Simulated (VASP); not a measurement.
# Al (P1) in VASP: a series of runs, part 2 of 2

VASP 6.6.1.

## (3) Single point, r2SCAN

This run uses another cell than the first one, of 15.90 Å³/atom.

Input file POSCAR:

```
Al
1.0
    2.8270800000      0.0000000000      0.0000000000
   -1.4135400000      2.4483200000      0.0000000000
    0.0000000000      0.0000000000      9.1859900000
Al
4
Direct
    0.0077000000      0.9959600000      0.0011900000
    0.3395200000      0.6689000000      0.2498400000
    0.9988900000      0.0001700000      0.4998700000
    0.6729200000      0.3389000000      0.7509600000
```

Input file INCAR.step1:

```
SYSTEM = Al
PREC = Accurate
ENCUT = 520
ISMEAR = -1
SIGMA = 0.15
LREAL = .False.
LASPH = .True.
NELM = 60
NBANDS = 14
GGA = PE
ALGO = Normal
EDIFF = 1E-4
LWAVE = .True.
LCHARG = .False.
```

Input file INCAR.step2:

```
SYSTEM = Al
PREC = Accurate
ENCUT = 520
EDIFF = 1E-6
ISMEAR = -1
SIGMA = 0.15
LREAL = .False.
LASPH = .True.
NELM = 60
ALGO = Normal
ISIF = 2
LWAVE = .False.
LCHARG = .True.
METAGGA = R2SCAN
LMIXTAU = .True.
LELF = .True.
LVHAR = .True.
NBANDS = 14
ISTART = 1
```

Input file KPOINTS:

```
Automatic mesh
0
Gamma
  6 6 2
  0 0 0
```

Potentials or basis: VASP PAW PBE potentials, release 64 (Al).

Run with:

```sh
$ cat potpaw_PBE.64/Al/POTCAR > POTCAR
$ cp INCAR.step1 INCAR
$ mpirun -np 1 vasp_std > vasp.out
$ cp INCAR.step2 INCAR
$ mpirun -np 1 vasp_std > vasp.out
```

OUTCAR:

```text
SYSTEM = Al
   PREC = Accurate
   ENCUT = 520
   EDIFF = 1E-6
   ISMEAR = -1
   LREAL = .False.
   LASPH = .True.
   NELM = 60
   ISIF = 2
   METAGGA = R2SCAN
   ISTART = 1

 ion  position               nearest neighbor table
   1  0.008  0.996  0.001-   2 2.80   4 2.81   2 2.81   2 2.82   4 2.82   4 2.83
   2  0.340  0.669  0.250-   1 2.80   3 2.81   1 2.81   1 2.82   3 2.82   3 2.83
   3  0.999  0.000  0.500-   2 2.81   4 2.82   2 2.82   4 2.82   2 2.83   4 2.84
   4  0.673  0.339  0.751-   1 2.81   1 2.82   3 2.82   3 2.82   1 2.83   3 2.84

  LATTYP: Found a hexagonal cell.
 ALAT       =     2.8270800000
 C/A-ratio  =     3.2492854818

  Lattice vectors:

 A1 = (   2.8270800000,   0.0000000000,   0.0000000000)
 A2 = (  -1.4135400000,   2.4483200000,   0.0000000000)
 A3 = (   0.0000000000,   0.0000000000,   9.1859900000)

Analysis of symmetry for initial positions (statically):
=====================================================================
 Subroutine PRICEL returns:
 Original cell was already a primitive cell.

 Routine SETGRP: Setting up the symmetry group for a
 hexagonal supercell.

 Subroutine GETGRP returns: Found  1 space group operations
 (whereof  1 operations were pure point group operations)
 out of a pool of 24 trial point group operations.

The static configuration has the point symmetry C_1 .

Analysis of symmetry for dynamics (positions and initial velocities):
=====================================================================
 Subroutine PRICEL returns:
 Original cell was already a primitive cell.

 Routine SETGRP: Setting up the symmetry group for a
 hexagonal supercell.

 Subroutine GETGRP returns: Found  1 space group operations
 (whereof  1 operations were pure point group operations)
 out of a pool of 24 trial point group operations.

The dynamic configuration has the point symmetry C_1 .

[... 130 lines left out ...]
   IVDW    =     0    specifies the selected vdW correction
   LEPSILON=     F    determine dielectric tensor
   LRPA    =     F    only Hartree local field effects (RPA)
 non-spin polarized calculation
  energy-cutoff  :      520.00
  volume of cell :       63.58
 maximum number of plane-waves:      1732
 NGX is ok and might be reduce to    24
   NGX = 11   NGY = 11   NGZ = 35

 number of electron      12.0000000 magnetization

 Free energy of the ion-electron system (eV)
  ---------------------------------------------------
  ext. energy  EPLUGINS =         0.00000000
  ---------------------------------------------------
  free energy    TOTEN  =       -26.98744613 eV

  energy without entropy =      -26.88617379  energy(sigma->0) =      -26.93680996

 E-fermi :   8.3966     XC(G=0): -11.0509

 val. band max:        8.2113106637   @ k =   0.0000   0.1667   0.5000
 cond. band min:       8.5784406283   @ k =  -0.3333   0.5000   0.0000
 fundamental gap:      0.3671299646
 Fermi energy:         8.3966343771

 k-point     1 :       0.0000    0.0000    0.0000
  band No.  band energies     occupation
      1      -3.7013      2.00000
      2      -1.8529      2.00000
      3      -1.8450      2.00000
      4       3.2926      2.00000
      5       3.8828      2.00000
      6      12.2528      0.00000
      7      12.2569      0.00000
      8      20.0324      0.00000
      9      20.0351      0.00000
     10      20.1427      0.00000
     11      20.1440      0.00000
     12      21.1119      0.00000
     13      21.1125      0.00000
     14      21.2532      0.00000
[... 377 lines left out ...]
      1      -2.5304      2.00000
      2      -2.4920      2.00000
      3       1.1215      2.00000
      4       1.1482      2.00000
      5       8.1914      1.59414
      6       8.2107      1.55107
      7      14.1439      0.00000
      8      14.1788      0.00000
      9      17.2044      0.00000
     10      17.2327      0.00000
     11      17.3695      0.00000
     12      17.4119      0.00000
     13      17.9579      0.00000
     14      17.9896      0.00000

 [... further k-points ...]

------------------------ aborting loop because EDIFF is reached ----------------------------------------

  FORCE on cell =-STRESS in cart. coord.  units (eV):
  Direction    XX          YY          ZZ          XY          YZ          ZX
  --------------------------------------------------------------------------------------
  -------------------------------------------------------------------------------------
  Total       -0.1164626     -0.1023654      0.8949940      0.0042562      0.0007111      0.0039726
  in kB       -2.9347079     -2.5794768     22.5526956      0.1072503      0.0179200      0.1001045
  external PRESSURE =       5.6795036 kB  Pullay stress =       0.0000000 kB

 VOLUME and BASIS-vectors are now :
 -----------------------------------------------------------------------------
  energy-cutoff  :      520.00
  volume of cell :       63.58
      direct lattice vectors                 reciprocal lattice vectors
     2.827080000  0.000000000  0.000000000     0.353721861  0.204221670  0.000000000
    -1.413540000  2.448320000  0.000000000     0.000000000  0.408443341  0.000000000
     0.000000000  0.000000000  9.185990000     0.000000000  0.000000000  0.108861429

 POSITION                                       TOTAL-FORCE (eV/Angst)
 -----------------------------------------------------------------------------------
     -1.38606      2.43843      0.01093        -0.012660      0.023490     -0.053378
      0.01433      1.63768      2.29503        -0.002889     -0.012995      0.045670
      2.82370      0.00042      4.59180         0.012140      0.014584      0.035158
      1.42335      0.82974      6.89831         0.003409     -0.025079     -0.027450
 -----------------------------------------------------------------------------------
    total drift:                                0.000301      0.000306      0.000759

  FREE ENERGIE OF THE ION-ELECTRON SYSTEM (eV)
  ---------------------------------------------------
  free  energy   TOTEN  =       -26.9874461289 eV

  energy  without entropy=      -26.8861737881  energy(sigma->0) =      -26.93680996
```

OSZICAR.step1:

```text
N       E                     dE             d eps       ncg     rms          rms(c)
DAV:   1     0.666261357276E+01    0.66626E+01   -0.41005E+03  1120   0.658E+02
DAV:   2    -0.144272075747E+02   -0.21090E+02   -0.19192E+02  1472   0.899E+01
DAV:   3    -0.151051362828E+02   -0.67793E+00   -0.67304E+00  1526   0.133E+01
DAV:   4    -0.151092201306E+02   -0.40838E-02   -0.40835E-02  1288   0.133E+00
DAV:   5    -0.151092717658E+02   -0.51635E-04   -0.51636E-04  1430   0.148E-01    0.270E+00
DAV:   6    -0.150538895767E+02    0.55382E-01   -0.62821E-03  1322   0.441E-01    0.157E+00
DAV:   7    -0.150146962622E+02    0.39193E-01   -0.15062E-02  1186   0.655E-01    0.228E-01
DAV:   8    -0.150144506837E+02    0.24558E-03   -0.26621E-04  1342   0.920E-02    0.151E-01
DAV:   9    -0.150142359408E+02    0.21474E-03   -0.12683E-04   776   0.548E-02    0.408E-02
DAV:  10    -0.150142336295E+02    0.23113E-05   -0.12725E-05   638   0.250E-02
   1 F= -.15014234E+02 E0= -.14958655E+02  d E =-.111157E+00
```

It took 5.1 min on 1 thread of AMD EPYC 7R13, shared host; peak memory 0.17 GiB.

Results:

* Free energy: -26.9874 eV
* Pressure: 0.6 GPa
* Largest force: 0.060 eV/Å
* Band gap on the k mesh: zero (bands 6 and 7 overlap by 5.64 eV)

Forces on the atoms (eV/Å):
```
Al  -0.013  0.023 -0.053
Al  -0.003 -0.013  0.046
Al   0.012  0.015  0.035
Al   0.003 -0.025 -0.027
```

Caveat: the k points lie up to 0.43 Å⁻¹ apart, too coarse for converged energies and pressures of a metal; the PAW data sets were made with another functional, which shifts forces and pressure a little.

## (4) Single point, r2SCAN

This run uses another cell than the first one, of 15.90 Å³/atom.

Edit POSCAR of step 3 so:

```diff
@@ -9,3 +9,3 @@
     0.0077000000      0.9959600000      0.0011900000
-    0.3395200000      0.6689000000      0.2498400000
+    0.3405411084      0.6709422167      0.2498400000
     0.9988900000      0.0001700000      0.4998700000
```

Input file INCAR.step1:

```
SYSTEM = Al
PREC = Accurate ; ENCUT = 520
ISMEAR = -1 ; SIGMA = 0.15
LREAL = .False. ; LASPH = .True.
NELM = 60 ; NBANDS = 14
GGA = PE ; ALGO = Normal
EDIFF = 1E-4 ; LWAVE = .True.
LCHARG = .False.
```

Input file INCAR.step2:

```
SYSTEM = Al
PREC = Accurate ; ENCUT = 520
EDIFF = 1E-6 ; ISMEAR = -1
SIGMA = 0.15 ; LREAL = .False.
LASPH = .True. ; NELM = 60
ALGO = Normal ; ISIF = 2
LWAVE = .False. ; LCHARG = .False.
METAGGA = R2SCAN ; LMIXTAU = .True.
NBANDS = 14 ; ISTART = 1
```

Input file KPOINTS:

```
regular mesh
0
Gamma
  6 6 2
  0 0 0
```

Run with:

```sh
$ cat potpaw_PBE.64/Al/POTCAR > POTCAR
$ cp INCAR.step1 INCAR
$ mpirun -np 1 vasp_std > vasp.out
$ cp INCAR.step2 INCAR
$ mpirun -np 1 vasp_std > vasp.out
```

It took 4.9 min on 1 thread of AMD EPYC 7R13, shared host; peak memory 0.17 GiB.

Results (log left out):

- Free energy: -26.9874 eV
- Pressure: 0.6 GPa
- Largest force: 0.061 eV/Å
- Band gap on the k mesh: zero (bands 6 and 7 overlap by 5.63 eV)

Forces on the atoms (eV/Å):
```
Al  -0.013  0.027 -0.054
Al  -0.003 -0.020  0.046
Al   0.012  0.018  0.035
Al   0.003 -0.024 -0.027
```

Stress tensor (GPa, compression positive):
```
-0.28  0.01  0.01
 0.01 -0.27  0.00
 0.01  0.00  2.26
```

Levels at points of the mesh, in eV from the Fermi level:
| k point | band 2 | band 3 | band 4 | band 5 | band 6 | band 7 | band 8 | band 9 | band 10 | band 11 |
| --- | --- | --- | --- | --- | --- | --- | --- | --- | --- | --- |
| (0.00, 0.00, 0.00) | -10.25 | -10.24 | -5.10 | -4.51 | 3.86 | 3.86 | 11.64 | 11.64 | 11.75 | 11.75 |
| (0.50, 0.00, 0.00) | -5.69 | -4.32 | -4.30 | -3.48 | -3.46 | 0.84 | 1.25 | 1.62 | 1.97 | 6.14 |
| (0.00, 0.50, 0.00) | -5.69 | -4.32 | -4.30 | -3.48 | -3.46 | 0.84 | 1.25 | 1.62 | 1.97 | 6.14 |
| (0.50, 0.50, 0.00) | -5.69 | -4.31 | -4.29 | -3.48 | -3.47 | 0.83 | 1.25 | 1.62 | 1.97 | 6.14 |
| (0.00, 0.00, 0.50) | -11.61 | -7.98 | -7.95 | -0.85 | -0.83 | 9.15 | 9.15 | 11.96 | 11.97 | 12.01 |
| (0.50, 0.00, 0.50) | -5.32 | -5.22 | -5.18 | -2.00 | -1.97 | -1.27 | -1.25 | 5.03 | 5.04 | 5.09 |
| (0.00, 0.50, 0.50) | -5.32 | -5.22 | -5.18 | -2.00 | -1.97 | -1.26 | -1.25 | 5.03 | 5.04 | 5.10 |
| (0.50, 0.50, 0.50) | -5.32 | -5.21 | -5.18 | -2.00 | -1.98 | -1.27 | -1.24 | 5.03 | 5.04 | 5.09 |

Caveat: the k points lie up to 0.43 Å⁻¹ apart, too coarse for converged energies and pressures of a metal; the PAW data sets were made with another functional, which shifts forces and pressure a little.

## (5) Single point, r2SCAN

This run uses another cell than the first one, of 15.90 Å³/atom.

Edit POSCAR of step 4 so:

```diff
@@ -9,3 +9,3 @@
     0.0077000000      0.9959600000      0.0011900000
-    0.3405411084      0.6709422167      0.2498400000
+    0.3384988916      0.6668577833      0.2498400000
     0.9988900000      0.0001700000      0.4998700000
```

Input file INCAR.step1:

```
SYSTEM = Al
PREC = Accurate
ENCUT = 520
ISMEAR = -1
SIGMA = 0.15
LREAL = .False.
LASPH = .True.
NELM = 60
NBANDS = 14
GGA = PE
ALGO = Normal
EDIFF = 1E-4
LWAVE = .True.
LCHARG = .False.
```

Input file INCAR.step2:

```
SYSTEM = Al
PREC = Accurate
ENCUT = 520
EDIFF = 1E-6
ISMEAR = -1
SIGMA = 0.15
LREAL = .False.
LASPH = .True.
NELM = 60
ALGO = Normal
ISIF = 2
LWAVE = .False.
LCHARG = .False.
METAGGA = R2SCAN
LMIXTAU = .True.
NBANDS = 14
ISTART = 1
```

Input file KPOINTS:

```
Automatic mesh
0
Gamma
  6 6 2
  0 0 0
```

Run with:

```sh
$ cat potpaw_PBE.64/Al/POTCAR > POTCAR
$ cp INCAR.step1 INCAR
$ mpirun -np 1 vasp_std > vasp.out
$ cp INCAR.step2 INCAR
$ mpirun -np 1 vasp_std > vasp.out
```

It took 4.7 min on 1 thread of AMD EPYC 7R13, shared host; peak memory 0.17 GiB.

It converged, with:

* Free energy: -26.9875 eV
* Pressure: 0.6 GPa
* Largest force: 0.058 eV/Å
* Band gap on the k mesh: zero (bands 6 and 7 overlap by 5.64 eV)

Forces on the atoms (eV/Å):
```
Al  -0.013  0.020 -0.053
Al  -0.003 -0.006  0.046
Al   0.012  0.011  0.035
Al   0.003 -0.026 -0.027
```

Stress tensor (GPa, compression positive):
```
-0.31  0.01  0.01
 0.01 -0.25  0.00
 0.01  0.00  2.25
```

Levels at points of the mesh, in eV from the Fermi level:
| k point | band 3 | band 4 | band 5 | band 6 | band 7 | band 8 | band 9 | band 10 |
| --- | --- | --- | --- | --- | --- | --- | --- | --- |
| (0.00, 0.00, 0.00) | -10.24 | -5.10 | -4.51 | 3.86 | 3.86 | 11.64 | 11.64 | 11.75 |
| (0.50, 0.00, 0.00) | -4.32 | -4.29 | -3.48 | -3.46 | 0.83 | 1.25 | 1.62 | 1.97 |
| (0.00, 0.50, 0.00) | -4.32 | -4.30 | -3.47 | -3.46 | 0.84 | 1.24 | 1.63 | 1.97 |
| (0.50, 0.50, 0.00) | -4.31 | -4.29 | -3.48 | -3.47 | 0.83 | 1.26 | 1.61 | 1.97 |
| (0.00, 0.00, 0.50) | -7.98 | -7.95 | -0.85 | -0.83 | 9.15 | 9.15 | 11.96 | 11.97 |
| (0.50, 0.00, 0.50) | -5.22 | -5.18 | -2.00 | -1.98 | -1.27 | -1.24 | 5.03 | 5.04 |
| (0.00, 0.50, 0.50) | -5.22 | -5.19 | -1.99 | -1.97 | -1.27 | -1.25 | 5.03 | 5.04 |
| (0.50, 0.50, 0.50) | -5.21 | -5.18 | -2.00 | -1.98 | -1.27 | -1.24 | 5.03 | 5.04 |

Caveat: the k points lie up to 0.43 Å⁻¹ apart, too coarse for converged energies and pressures of a metal; the PAW data sets were made with another functional, which shifts forces and pressure a little.

## (6) Summary

```tsv
cell	gap on the mesh (eV)	pressure (GPa)	largest force (eV/Å)
a = 2.822, b = 2.822, c = 9.171 Å, angles 90.0, 90.0, 120.0°, 4 atoms, atomic positions A	none	1.0	0.06
a = 2.827, b = 2.827, c = 9.186 Å, angles 90.0, 90.0, 120.0°, 4 atoms, atomic positions A	none	0.6	0.06
a = 2.827, b = 2.827, c = 9.186 Å, angles 90.0, 90.0, 120.0°, 4 atoms, atomic positions B	none	0.6	0.06
a = 2.827, b = 2.827, c = 9.186 Å, angles 90.0, 90.0, 120.0°, 4 atoms, atomic positions C	none	0.6	0.06
```

Alike in all rows: task single point; level r2SCAN; potentials or basis VASP PAW PBE potentials, release 64 (Al); no spin polarisation; k mesh 6 × 6 × 2; cutoff (eV) 520; smearing fermi-dirac 0.15 eV.

Caveats: all runs use coarse meshes; the PAW data sets were made with another functional, which shifts forces and pressure a little.

Total energies depend on the potentials used, so only differences within one code and one set of settings carry meaning.

The gap in the log of VASP goes by the Fermi energy; the results here count the filled bands.